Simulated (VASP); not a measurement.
# InAs (F-43m) in VASP: relaxation of the atoms with PBE

Aim: the relaxation of the atoms of InAs with PBE.

All numbers are computed with VASP 6.6.1; they aren't measurements. Logs are shortened: lines on timing, memory, paths and dates and some standing lists are left out, and cuts for length are marked.

## 1. The cell of the first run

Symmetry: F-43m, No. 216, cubic system. Conventional cell: a = 6.036 Å, b = 6.036 Å, c = 6.036 Å, α = 90.00°, β = 90.00°, γ = 90.00°. In (site symmetry -43m) has 4 As at 2.61 Å within 3.4 Å. Within 3.4 Å of As (site symmetry -43m) lie 4 In at 2.61 Å.

## 2. Relaxation of the atoms, PBE

Contents of INCAR:

```
PREC     = Accurate       # precision mode
ENCUT    = 520            # plane-wave cutoff, eV
EDIFF    = 1E-6           # SCF threshold, eV
ISMEAR   = -1             # smearing method
SIGMA    = 0.02           # smearing width, eV
LREAL    = False          # projectors in reciprocal space
LASPH    = True           # aspherical terms in the spheres
NELM     = 60             # most SCF steps
ALGO     = Normal         # electronic algorithm
ISIF     = 2              # what is computed and relaxed
LWAVE    = False          # write WAVECAR
LCHARG   = False          # write CHGCAR
GGA      = PE             # functional
IBRION   = 2              # ionic algorithm
NSW      = 80             # ionic steps
EDIFFG   = -0.02          # ionic threshold
```

Contents of KPOINTS:

```
regular mesh
0
Gamma
  8 8 8
```

Contents of POSCAR:

```
InAs
1.0
    0.0000000000      3.0180000000      3.0180000000
    3.0180000000      0.0000000000      3.0180000000
    3.0180000000      3.0180000000      0.0000000000
In As
1 1
Direct
    0.0000000000      0.0000000000      0.0000000000
    0.2500000000      0.2500000000      0.2500000000
```

Potentials or basis: VASP PAW PBE potentials, release 64 (In_d, As).

On the command line:

```bash
cat potpaw_PBE.64/In_d/POTCAR potpaw_PBE.64/As/POTCAR > POTCAR
mpirun -np 1 vasp_std > vasp.out
```

OUTCAR:

```text
PREC = Accurate
   ENCUT = 520
   EDIFF = 1E-6
   ISMEAR = -1
   LREAL = False
   LASPH = True
   NELM = 60
   ISIF = 2
   GGA = PE
   IBRION = 2
   NSW = 80
   EDIFFG = -0.02

 ion  position               nearest neighbor table
   1  0.000  0.000  0.000-   2 2.61   2 2.61   2 2.61   2 2.61
   2  0.250  0.250  0.250-   1 2.61   1 2.61   1 2.61   1 2.61

  LATTYP: Found a face centered cubic cell.
 ALAT       =     6.0360000000

  Lattice vectors:

 A1 = (   0.0000000000,   3.0180000000,   3.0180000000)
 A2 = (   3.0180000000,   0.0000000000,   3.0180000000)
 A3 = (   3.0180000000,   3.0180000000,   0.0000000000)

Analysis of symmetry for initial positions (statically):
=====================================================================
 Subroutine PRICEL returns:
 Original cell was already a primitive cell.

 Routine SETGRP: Setting up the symmetry group for a
 face centered cubic supercell.

 Subroutine GETGRP returns: Found 24 space group operations
 (whereof 24 operations were pure point group operations)
 out of a pool of 48 trial point group operations.

The static configuration has the point symmetry T_d .

Analysis of symmetry for dynamics (positions and initial velocities):
=====================================================================
 Subroutine PRICEL returns:
 Original cell was already a primitive cell.

 Routine SETGRP: Setting up the symmetry group for a
 face centered cubic supercell.

 Subroutine GETGRP returns: Found 24 space group operations
 (whereof 24 operations were pure point group operations)
 out of a pool of 48 trial point group operations.

The dynamic configuration has the point symmetry T_d .

 Subroutine INISYM returns: Found 24 space group operations
 (whereof 24 operations are pure point group operations),
 and found     1 'primitive' translations

----------------------------------------------------------------------------------------

                                     Primitive cell

  volume of cell :      54.9778

  direct lattice vectors                    reciprocal lattice vectors
     0.000000000  3.018000000  3.018000000    -0.165672631  0.165672631  0.165672631
     3.018000000  0.000000000  3.018000000     0.165672631 -0.165672631  0.165672631
     3.018000000  3.018000000  0.000000000     0.165672631  0.165672631 -0.165672631

  length of vectors
     4.268096531  4.268096531  4.268096531     0.286953414  0.286953414  0.286953414

[... 90 lines left out ...]
   PSTRESS=    0.0 pullay stress
   NELECT =      18.0000    total number of electrons
   NUPDOWN=      -1.0000    fix difference up-down
   EMIN   =  10.00;   EMAX   =-10.00  energy-range for DOS
   EFERMI =   0.00;   METHOD = LEGACY
   ISMEAR =    -1;   SIGMA  =   0.02  broadening in eV -4-tet -1-fermi 0-gaus
   EFERMI_NEDOS =   21; number of points for ismear=-14 and -15
   IALGO  =     38    algorithm
   IMIX   =      4    mixing-type and parameters
     AMIX     =   0.40;   BMIX     =  1.00
     AMIX_MAG =   1.60;   BMIX_MAG =  1.00
  volume/ion in A,a.u.               =      27.49       185.50
  Fermi-wavevector in a.u.,A,eV,Ry     =   1.128331  2.132236 17.321990  1.273130
  Thomas-Fermi vector in A             =   2.265020
   LORBIT       =      0    0 simple, 1 ext, 2 COOP (PROOUT), +10 PAW based schemes
   GGA     = PE    functional components
   LHFCALC =     F    Hartree Fock is set to
   AEXX    =    0.0000 exact exchange contribution
   IVDW    =     0    specifies the selected vdW correction
   LEPSILON=     F    determine dielectric tensor
   LRPA    =     F    only Hartree local field effects (RPA)
 conjugate gradient relaxation of ions
 non-spin polarized calculation
  energy-cutoff  :      520.00
  volume of cell :       54.98
 maximum number of plane-waves:      1494
   NGX = 15   NGY = 15   NGZ = 15

 number of electron      17.9999991 magnetization

 Free energy of the ion-electron system (eV)
  ---------------------------------------------------
  ext. energy  EPLUGINS =         0.00000000
  ---------------------------------------------------
  free energy    TOTEN  =        -7.66136193 eV

  energy without entropy =       -7.66121222  energy(sigma->0) =       -7.66128708

 E-fermi :   4.5780     XC(G=0):  -9.1166

 val. band max:        4.5641534227   @ k =   0.0000   0.0000   0.0000
 cond. band min:       5.5326492432   @ k =   0.5000   0.0000   0.0000
 fundamental gap:      0.9684958205
 Fermi energy:         4.5780352767

 k-point     1 :       0.0000    0.0000    0.0000
  band No.  band energies     occupation
      1      -9.8395      2.00000
      2      -9.8395      2.00000
      3      -9.8395      2.00000
      4      -9.7114      2.00000
      5      -9.7114      2.00000
      6      -7.3326      2.00000
      7       4.3966      1.99977
      8       4.5642      1.33376
      9       4.5642      1.33376
     10       4.5642      1.33375
     11       8.4736      0.00000
     12       8.4736      0.00000
     13       8.4736      0.00000
[... 354 lines left out ...]
  band No.  band energies     occupation
      1      -9.9819      2.00000
      2      -9.7985      2.00000
      3      -9.7849      2.00000
      4      -9.7166      2.00000
      5      -9.7038      2.00000
      6      -5.5765      2.00000
      7      -1.0818      2.00000
      8       1.8109      2.00000
      9       2.9057      2.00000
     10       7.3836      0.00000
     11       8.6192      0.00000
     12      10.3733      0.00000
     13      11.6557      0.00000

 [... further k-points ...]

------------------------ aborting loop because EDIFF is reached ----------------------------------------

  FORCE on cell =-STRESS in cart. coord.  units (eV):
  Direction    XX          YY          ZZ          XY          YZ          ZX
  --------------------------------------------------------------------------------------
  -------------------------------------------------------------------------------------
  Total        1.4964046      1.4964046      1.4964046      0.0000000      0.0000000     -0.0000000
  in kB       43.6085781     43.6085781     43.6085781      0.0000000      0.0000000     -0.0000000
  external PRESSURE =      43.6085781 kB  Pullay stress =       0.0000000 kB

 VOLUME and BASIS-vectors are now :
 -----------------------------------------------------------------------------
  energy-cutoff  :      520.00
  volume of cell :       54.98
      direct lattice vectors                 reciprocal lattice vectors
     0.000000000  3.018000000  3.018000000    -0.165672631  0.165672631  0.165672631
     3.018000000  0.000000000  3.018000000     0.165672631 -0.165672631  0.165672631
     3.018000000  3.018000000  0.000000000     0.165672631  0.165672631 -0.165672631

 POSITION                                       TOTAL-FORCE (eV/Angst)
 -----------------------------------------------------------------------------------
      0.00000      0.00000      0.00000         0.000000      0.000000      0.000000
      1.50900      1.50900      1.50900        -0.000000     -0.000000     -0.000000
 -----------------------------------------------------------------------------------
    total drift:                               -0.000000     -0.000000     -0.000000

  FREE ENERGIE OF THE ION-ELECTRON SYSTEM (eV)
  ---------------------------------------------------
  free  energy   TOTEN  =        -7.6613619288 eV

  energy  without entropy=       -7.6612122215  energy(sigma->0) =       -7.66128708

 reached required accuracy - stopping structural energy minimisation
```

OSZICAR:

```text
N       E                     dE             d eps       ncg     rms          rms(c)
DAV:   1     0.116313368633E+03    0.11631E+03   -0.85541E+03   754   0.152E+03
DAV:   2     0.869010908638E+00   -0.11544E+03   -0.11184E+03   759   0.328E+02
DAV:   3    -0.770248081726E+01   -0.85715E+01   -0.85127E+01   992   0.933E+01
DAV:   4    -0.793017792319E+01   -0.22770E+00   -0.22745E+00   852   0.169E+01
DAV:   5    -0.793998797071E+01   -0.98100E-02   -0.98095E-02  1076   0.319E+00    0.458E+00
DAV:   6    -0.768460738213E+01    0.25538E+00   -0.45303E-01  1115   0.127E+01    0.258E+00
DAV:   7    -0.765976446482E+01    0.24843E-01   -0.15002E-01  1056   0.382E+00    0.720E-01
DAV:   8    -0.766056781406E+01   -0.80335E-03   -0.14095E-02   939   0.175E+00    0.211E-01
DAV:   9    -0.766119708333E+01   -0.62927E-03   -0.12509E-03   879   0.451E-01    0.118E-01
DAV:  10    -0.766131816638E+01   -0.12108E-03   -0.18210E-04  1048   0.191E-01    0.804E-02
DAV:  11    -0.766135815908E+01   -0.39993E-04   -0.15856E-04   814   0.148E-01    0.726E-02
DAV:  12    -0.766136175836E+01   -0.35993E-05   -0.13462E-05   804   0.303E-02    0.182E-02
DAV:  13    -0.766136192884E+01   -0.17049E-06   -0.21455E-06   941   0.102E-02
   1 F= -.76613619E+01 E0= -.76612871E+01  d E =-.766136E+01
```

CONTCAR:

```text
InAs
   1.00000000000000
     0.0000000000000000    3.0179999999999998    3.0179999999999998
     3.0179999999999998    0.0000000000000000    3.0179999999999998
     3.0179999999999998    3.0179999999999998    0.0000000000000000
  In              As
     1     1
Direct
     0.0000000000000000    0.0000000000000000    0.0000000000000000
     0.2500000000000000    0.2500000000000000    0.2500000000000000

  0.00000000E+00  0.00000000E+00  0.00000000E+00
  0.00000000E+00  0.00000000E+00  0.00000000E+00
```

Run time: 21 s. Hardware: 1 thread of AMD EPYC 7R13 (Zen 3), shared host; peak memory 0.15 GiB.

What came out:

| Quantity | Value |
| --- | --- |
| Free energy | -7.6614 eV |
| Pressure after relaxing | 4.4 GPa |
| Band gap on the k mesh | zero (filled and empty bands touch) |

Final structure:
```
In As
1.0
     0.00000    3.01800    3.01800
     3.01800    0.00000    3.01800
     3.01800    3.01800    0.00000
In As
1 1
Direct
  0.00000 0.00000 0.00000
  0.25000 0.25000 0.25000
```

Caveat: the relaxation stopped at its first step, so nothing moved; semilocal functionals underestimate gaps, and a narrow one can read as zero; spin-orbit coupling is left out, which moves the levels of the heavy elements.

The gap in the log of VASP goes by the Fermi energy; the results here count the filled bands.